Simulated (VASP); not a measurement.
# Ga (Cmce) in VASP: a series of runs

The runs below take Ga through single point, relaxation of cell and atoms, with PBEsol.

Program: VASP 6.6.1. These are calculated values, not measurements. Logs are shortened: lines on timing, memory, paths and dates and some standing lists are left out, and cuts for length are marked.

### 1 The cell of the first run

Symmetry: Cmce, No. 64, orthorhombic system. The conventional cell has a = 4.492 Å, b = 7.589 Å, c = 4.475 Å, α = 90.00°, β = 90.00°, γ = 90.00°. Ga (site symmetry m) has 7 Ga at 2.48 to 2.77 Å within 3.3 Å.

### 2 Single point, PBEsol

Input file INCAR:

```
  PREC = Accurate
  ENCUT = 520
  EDIFF = 1E-7
  ISMEAR = -1
  SIGMA = 0.1
  LREAL = F
  LASPH = T
  NELM = 60
  ALGO = Normal
  ISIF = 2
  LWAVE = F
  LCHARG = F
  GGA = PS
  NBANDS = 34
```

Input file KPOINTS:

```
regular mesh
0
Gamma
  11 11 9
```

Input file POSCAR:

```
Ga
1.0
    2.2458594244     -3.7944559439      0.0000000000
    2.2458594244      3.7944559439      0.0000000000
    0.0000000000      0.0000000000      4.4748711391
Ga
4
Direct
    0.8444098681      0.1555901319      0.0845715461
    0.6555901319      0.3444098681      0.5845715461
    0.1555901319      0.8444098681      0.9154284539
    0.3444098681      0.6555901319      0.4154284539
```

Potentials or basis: VASP PAW PBE potentials, release 64 (Ga_d).

The run is started by

```console
$ cat potpaw_PBE.64/Ga_d/POTCAR > POTCAR
$ mpirun -np 1 vasp_std > vasp.out
```

OUTCAR:

```text
PREC = Accurate
   ENCUT = 520
   EDIFF = 1E-7
   ISMEAR = -1
   LREAL = F
   LASPH = T
   NELM = 60
   ISIF = 2
   GGA = PS

 ion  position               nearest neighbor table
   1  0.844  0.156  0.085-   3 2.48   2 2.66   2 2.66   4 2.69   4 2.69   3 2.77   3 2.77
   2  0.656  0.344  0.585-   4 2.48   1 2.66   1 2.66   3 2.69   3 2.69   4 2.77   4 2.77
   3  0.156  0.844  0.915-   1 2.48   4 2.66   4 2.66   2 2.69   2 2.69   1 2.77   1 2.77
   4  0.344  0.656  0.415-   2 2.48   3 2.66   3 2.66   1 2.69   1 2.69   2 2.77   2 2.77

  LATTYP: Found a base centered orthorhombic cell.
 ALAT       =     4.4917188488
 B/A-ratio  =     1.6895340388
 C/A-ratio  =     0.9962491620

  Lattice vectors:

 A1 = (   2.2458594244,  -3.7944559439,   0.0000000000)
 A2 = (   2.2458594244,   3.7944559439,   0.0000000000)
 A3 = (   0.0000000000,   0.0000000000,   4.4748711391)

Analysis of symmetry for initial positions (statically):
=====================================================================
 Subroutine PRICEL returns:
 Original cell was already a primitive cell.

 Routine SETGRP: Setting up the symmetry group for a
 base centered orthorhombic supercell.

 Subroutine GETGRP returns: Found  8 space group operations
 (whereof  4 operations were pure point group operations)
 out of a pool of  8 trial point group operations.

The static configuration has the point symmetry C_2h.
 The point group associated with its full space group is D_2h.

Analysis of symmetry for dynamics (positions and initial velocities):
=====================================================================
 Subroutine PRICEL returns:
 Original cell was already a primitive cell.

 Routine SETGRP: Setting up the symmetry group for a
 base centered orthorhombic supercell.

 Subroutine GETGRP returns: Found  8 space group operations
 (whereof  4 operations were pure point group operations)
 out of a pool of  8 trial point group operations.

The dynamic configuration has the point symmetry C_2h.
 The point group associated with its full space group is D_2h.

 Subroutine INISYM returns: Found  8 space group operations
 (whereof  4 operations are pure point group operations),
 and found     1 'primitive' translations

----------------------------------------------------------------------------------------

                                     Primitive cell

  volume of cell :      76.2680

  direct lattice vectors                    reciprocal lattice vectors
     2.245859424 -3.794455944  0.000000000     0.222631922 -0.131771197  0.000000000
     2.245859424  3.794455944  0.000000000     0.222631922  0.131771197  0.000000000
     0.000000000  0.000000000  4.474871139     0.000000000  0.000000000  0.223470122

  length of vectors
     4.409283441  4.409283441  4.474871139     0.258705665  0.258705665  0.223470122

  position of ions in fractional coordinates (direct lattice)
     0.844409868  0.155590132  0.084571546
     0.655590132  0.344409868  0.584571546
     0.155590132  0.844409868  0.915428454
     0.344409868  0.655590132  0.415428454

  ion indices of the primitive-cell ions
   primitive index   ion index
                 1           1
                 2           2
                 3           3
                 4           4

----------------------------------------------------------------------------------------

 KPOINTS: regular mesh

Automatic generation of k-mesh.
 Grid dimensions read from file:
 generate k-points for:   11   11    9

 Generating k-lattice:

  Cartesian coordinates                     Fractional coordinates (reciprocal lattice)
     0.020239266 -0.011979200  0.000000000     0.090909091 -0.000000000  0.000000000
     0.020239266  0.011979200  0.000000000    -0.000000000  0.090909091  0.000000000
     0.000000000  0.000000000  0.024830014     0.000000000  0.000000000  0.111111111

  Length of vectors
     0.023518697  0.023518697  0.024830014

  Shift w.r.t. Gamma in fractional coordinates (k-lattice)
     0.000000000  0.000000000  0.000000000

 Subroutine IBZKPT returns following result:
 ===========================================

 Found    180 irreducible k-points:

 Following reciprocal coordinates:
            Coordinates               Weight
  0.000000  0.000000  0.000000      1.000000
  0.090909 -0.000000  0.000000      4.000000
  0.181818  0.000000  0.000000      4.000000
  0.272727  0.000000  0.000000      4.000000
  0.363636 -0.000000  0.000000      4.000000
  0.454545  0.000000  0.000000      4.000000
[... 16 lines left out ...]
 -0.272727  0.181818  0.000000      4.000000
 -0.181818  0.181818  0.000000      2.000000
 [... further k-points ...]
   k-points           NKPTS =    180   k-points in BZ     NKDIM =    180   number of bands    NBANDS=     34
   number of dos      NEDOS =    301   number of ions     NIONS =      4
   total plane-waves  NPLWV =  46656
   dimension x,y,z NGX =    36 NGY =   36 NGZ =   36
   dimension x,y,z NGXF=    72 NGYF=   72 NGZF=   72
   ions per type =               4
   NGX,Y,Z   is equivalent  to a cutoff of  13.57, 13.57, 13.37 a.u.
   NGXF,Y,Z  is equivalent  to a cutoff of  27.15, 27.15, 26.75 a.u.
 SYSTEM =  unknown system
   PREC   = accura    normal or accurate (medium, high low for compatibility)
   ISTART =      0    job   : 0-new  1-cont  2-samecut
   ICHARG =      2    charge: 1-file 2-atom 10-const
   ISPIN  =      1    spin polarized calculation?
   LNONCOLLINEAR =      F non collinear calculations
   LSORBIT =      F    spin-orbit coupling
   LASPH  =      T    aspherical Exc in radial PAW
   ENCUT  =  520.0 eV  38.22 Ry    6.18 a.u.   8.20  8.20  8.32*2*pi/ulx,y,z
   NELM   =     60;   NELMIN=  2; NELMDL= -5     # of ELM steps
   EDIFF  = 0.1E-06   stopping-criterion for ELM
   LREAL  =      F    real-space projection
   EDIFFG = 0.1E-05   stopping-criterion for IOM
   NSW    =      0    number of steps for IOM
   IBRION =     -1    ionic relax: 0-MD 1-quasi-New 2-CG
   NFREE  =      0    steps in history (QN), initial steepest desc. (CG)
   ISIF   =      2    stress and relaxation
   ISYM   =      2    0-nonsym 1-usesym 2-fastsym
   POTIM  = 0.5000    time-step for ionic-motion
   TEBEG  =    0.0;   TEEND  =   0.0 temperature during run
   PSTRESS=    0.0 pullay stress
   NELECT =      52.0000    total number of electrons
   NUPDOWN=      -1.0000    fix difference up-down
   EMIN   =  10.00;   EMAX   =-10.00  energy-range for DOS
   EFERMI =   0.00;   METHOD = LEGACY
   ISMEAR =    -1;   SIGMA  =   0.10  broadening in eV -4-tet -1-fermi 0-gaus
   EFERMI_NEDOS =   21; number of points for ismear=-14 and -15
   IALGO  =     38    algorithm
   IMIX   =      4    mixing-type and parameters
     AMIX     =   0.40;   BMIX     =  1.00
     AMIX_MAG =   1.60;   BMIX_MAG =  1.00
  volume/ion in A,a.u.               =      19.07       128.67
  Fermi-wavevector in a.u.,A,eV,Ry     =   1.440882  2.722872 28.247611  2.076141
  Thomas-Fermi vector in A             =   2.559576
   LORBIT       =      0    0 simple, 1 ext, 2 COOP (PROOUT), +10 PAW based schemes
   GGA     = PS    functional components
   LHFCALC =     F    Hartree Fock is set to
   AEXX    =    0.0000 exact exchange contribution
   IVDW    =     0    specifies the selected vdW correction
   LEPSILON=     F    determine dielectric tensor
   LRPA    =     F    only Hartree local field effects (RPA)
 non-spin polarized calculation
  energy-cutoff  :      520.00
  volume of cell :       76.27
 maximum number of plane-waves:      2076
 NGX is ok and might be reduce to    36
   NGX = 17   NGY = 17   NGZ = 17

 number of electron      52.0000008 magnetization

 Free energy of the ion-electron system (eV)
  ---------------------------------------------------
  ext. energy  EPLUGINS =         0.00000000
  ---------------------------------------------------
  free energy    TOTEN  =       -13.42134607 eV

  energy without entropy =      -13.39244155  energy(sigma->0) =      -13.40689381

 E-fermi :   5.0926     XC(G=0): -10.9376

 val. band max:        5.0665912371   @ k =   0.4545   0.4545   0.2222
 cond. band min:       5.0953390210   @ k =  -0.1818   0.1818   0.4444
 fundamental gap:      0.0287477838
 Fermi energy:         5.0925527885

 k-point     1 :       0.0000    0.0000    0.0000
  band No.  band energies     occupation
      1     -10.0219      2.00000
      2     -10.0172      2.00000
      3      -9.9855      2.00000
      4      -9.9668      2.00000
      5      -9.9398      2.00000
      6      -9.9165      2.00000
[... 26 lines left out ...]
     33      12.0361      0.00000
     34      12.6428      0.00000

 k-point     2 :       0.0909   -0.0000    0.0000
  band No.  band energies     occupation
      1     -10.0241      2.00000
      2     -10.0134      2.00000
      3      -9.9877      2.00000
      4      -9.9704      2.00000
      5      -9.9327      2.00000
      6      -9.9150      2.00000
[... 26 lines left out ...]
     33      12.1953      0.00000
     34      12.6042      0.00000

 k-point     3 :       0.1818    0.0000    0.0000
  band No.  band energies     occupation
      1     -10.0267      2.00000
      2     -10.0027      2.00000
      3      -9.9950      2.00000
      4      -9.9786      2.00000
      5      -9.9225      2.00000
      6      -9.9038      2.00000
[... 26 lines left out ...]
     33      11.5934      0.00000
     34      12.4364      0.00000

 k-point     4 :       0.2727    0.0000    0.0000
  band No.  band energies     occupation
      1     -10.0257      2.00000
      2     -10.0028      2.00000
      3      -9.9943      2.00000
      4      -9.9803      2.00000
      5      -9.9242      2.00000
      6      -9.9023      2.00000
[... 26 lines left out ...]
     33      11.2144      0.00000
     34      12.4142      0.00000

 k-point     5 :       0.3636   -0.0000    0.0000
  band No.  band energies     occupation
      1     -10.0240      2.00000
      2     -10.0025      2.00000
      3      -9.9996      2.00000
      4      -9.9649      2.00000
      5      -9.9336      2.00000
      6      -9.9307      2.00000
[... 621 lines left out ...]
 k-point    22 :      -0.3636    0.1818    0.0000
  band No.  band energies     occupation
      1     -10.0377      2.00000
      2     -10.0372      2.00000
      3      -9.9661      2.00000
      4      -9.9623      2.00000
      5      -9.9587      2.00000
      6      -9.9124      2.00000
[... 26 lines left out ...]
     33      11.5495      0.00000
     34      13.0978      0.00000

 k-point    23 :      -0.2727    0.1818    0.0000
  band No.  band energies     occupation
      1     -10.0367      2.00000
      2     -10.0261      2.00000
      3      -9.9754      2.00000
      4      -9.9664      2.00000
      5      -9.9494      2.00000
      6      -9.9250      2.00000
[... 26 lines left out ...]
     33      10.6272      0.00000
     34      11.9136      0.00000

 k-point    24 :      -0.1818    0.1818    0.0000
  band No.  band energies     occupation
      1     -10.0342      2.00000
      2     -10.0151      2.00000
      3      -9.9850      2.00000
      4      -9.9678      2.00000
      5      -9.9419      2.00000
      6      -9.9279      2.00000
[... 26 lines left out ...]
     33      10.7294      0.00000
     34      11.2639      0.00000

 [... further k-points ...]
[... 5 lines left out ...]
  --------------------------------------------------------------------------------------
  -------------------------------------------------------------------------------------
  Total        0.0183609      0.0577394      0.0482541      0.0000000     -0.0000000      0.0000000
  in kB        0.3857119      1.2129432      1.0136835      0.0000000     -0.0000000      0.0000000
  external PRESSURE =       0.8707795 kB  Pullay stress =       0.0000000 kB

 VOLUME and BASIS-vectors are now :
 -----------------------------------------------------------------------------
  energy-cutoff  :      520.00
  volume of cell :       76.27
      direct lattice vectors                 reciprocal lattice vectors
     2.245859424 -3.794455944  0.000000000     0.222631922 -0.131771197  0.000000000
     2.245859424  3.794455944  0.000000000     0.222631922  0.131771197  0.000000000
     0.000000000  0.000000000  4.474871139     0.000000000  0.000000000  0.223470122

 POSITION                                       TOTAL-FORCE (eV/Angst)
 -----------------------------------------------------------------------------------
      2.24586     -2.61370      0.37845         0.000000      0.025443     -0.004342
      2.24586     -1.18076      2.61588         0.000000     -0.025443     -0.004342
      2.24586      2.61370      4.09642         0.000000     -0.025443      0.004342
      2.24586      1.18076      1.85899         0.000000      0.025443      0.004342
 -----------------------------------------------------------------------------------
    total drift:                                0.000000     -0.000000      0.000000

  FREE ENERGIE OF THE ION-ELECTRON SYSTEM (eV)
  ---------------------------------------------------
  free  energy   TOTEN  =       -13.4213460714 eV

  energy  without entropy=      -13.3924415471  energy(sigma->0) =      -13.40689381
```

Wall time 20 min (1 thread of AMD EPYC 7R13, shared host); peak memory 0.41 GiB.

What came out:

* Free energy: -13.4213 eV
* Pressure: 0.1 GPa
* Largest force: 0.026 eV/Å
* Band gap on the k mesh: zero (band 26 reaches 5.46 eV, above the bottom of band 27 at 4.26 eV)

Forces in eV/Å, atoms in the order of the input:
```
Ga   0.000  0.025 -0.004
Ga   0.000 -0.025 -0.004
Ga   0.000 -0.025  0.004
Ga   0.000  0.025  0.004
```

Caveat: the PAW data sets were made with another functional, which shifts forces and pressure a little.

(Continued in part 2 of 2.)
